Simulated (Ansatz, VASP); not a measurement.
**One calculation of Ir, two programs**

```
CELL_PARAMETERS angstrom
0.00000 1.90750 1.90750
1.90750 0.00000 1.90750
1.90750 1.90750 0.00000
ATOMIC_POSITIONS crystal
Ir 0.00000 0.00000 0.00000
```

Change from the starting cell: volume scaled by 0.97.

Alike in both runs: task single point; functional PBE; k mesh 18 × 18 × 18; occupations fermi-dirac, width 0.03 eV; no spin polarisation.

```csv
,VASP,Ansatz
version,VASP 6.6.1,Ansatz 0.2.0
potentials or method,"VASP PAW PBE potentials, release 64 (Ir), cutoff 520 eV","all-electron LAPW, scalar-relativistic"
```

|  | VASP | Ansatz | Ansatz less VASP |
| --- | --- | --- | --- |
| pressure (GPa) | 17.6 | 16.8 | -0.80 |

Ansatz ran all-electron here, and VASP with PAW potentials.

Neither program's run includes spin-orbit coupling.
